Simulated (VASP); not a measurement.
Write the native input for VASP 6.6.1 that does the following.

- Task: single point
- Functional: r2SCAN
- Potentials or basis: VASP PAW PBE potentials, release 64 (Mg, N, Cl)
- Cutoff: 520 eV
- k mesh: 8 × 8 × 8
- Occupations: gaussian, width 0.01 eV
- Spin: no spin polarisation
- Dipole correction: no
- Further INCAR settings: ALGO = Normal; EDIFF = 1e-06; NBANDS = 16

The system is Mg2NCl.

```
CELL_PARAMETERS angstrom
1.62998 0.94107 5.87798
-1.62998 0.94107 5.87798
0.00000 -1.88214 5.87798
ATOMIC_POSITIONS crystal
Mg 0.22291 0.22291 0.22291
Mg 0.77709 0.77709 0.77709
N 0.50000 0.50000 0.50000
Cl 0.00000 0.00000 0.00000
```

One way to write it, as run:

POSCAR

```
Mg2NCl
1.0
    1.6299789404      0.9410687800      5.8779780114
   -1.6299789404      0.9410687800      5.8779780114
    0.0000000000     -1.8821375600      5.8779780114
Mg N Cl
2 1 1
Direct
    0.2229104119      0.2229104119      0.2229104119
    0.7770895881      0.7770895881      0.7770895881
    0.5000000000      0.5000000000      0.5000000000
    0.0000000000      0.0000000000      0.0000000000
```

INCAR.step1

```
  ALGO = Normal
  EDIFF = 1E-4
  ENCUT = 520
  GGA = PE
  ISMEAR = 0
  LASPH = T
  LCHARG = F
  LREAL = F
  LWAVE = T
  NBANDS = 16
  NELM = 100
  PREC = Accurate
  SIGMA = 0.01
```

INCAR.step2

```
  ALGO = Normal
  EDIFF = 1E-6
  ENCUT = 520
  ISIF = 2
  ISMEAR = 0
  ISTART = 1
  LASPH = T
  LCHARG = F
  LMIXTAU = T
  LREAL = F
  LWAVE = F
  METAGGA = R2SCAN
  NBANDS = 16
  NELM = 100
  PREC = Accurate
  SIGMA = 0.01
```

KPOINTS

```
k-points
0
Gamma
  8 8 8
```

Potentials or basis: VASP PAW PBE potentials, release 64 (Mg, N, Cl).

Run with:

```bash
$ cat potpaw_PBE.64/Mg/POTCAR potpaw_PBE.64/N/POTCAR potpaw_PBE.64/Cl/POTCAR > POTCAR
$ cp INCAR.step1 INCAR
$ mpirun -np 1 vasp_std > vasp.out
$ cp INCAR.step2 INCAR
$ mpirun -np 1 vasp_std > vasp.out
```

It gave:

The pressure is 2.6 GPa, the largest force is 0.078 eV/Å and the band gap on the k mesh is 3.31 eV.

Caveat: the PAW data sets were made with another functional, which shifts forces and pressure a little.

Run time: 4.3 min on 1 thread of Intel(R) Xeon(R) 6975P-C (Granite Rapids), on a shared host, peak memory 0.39 GiB.
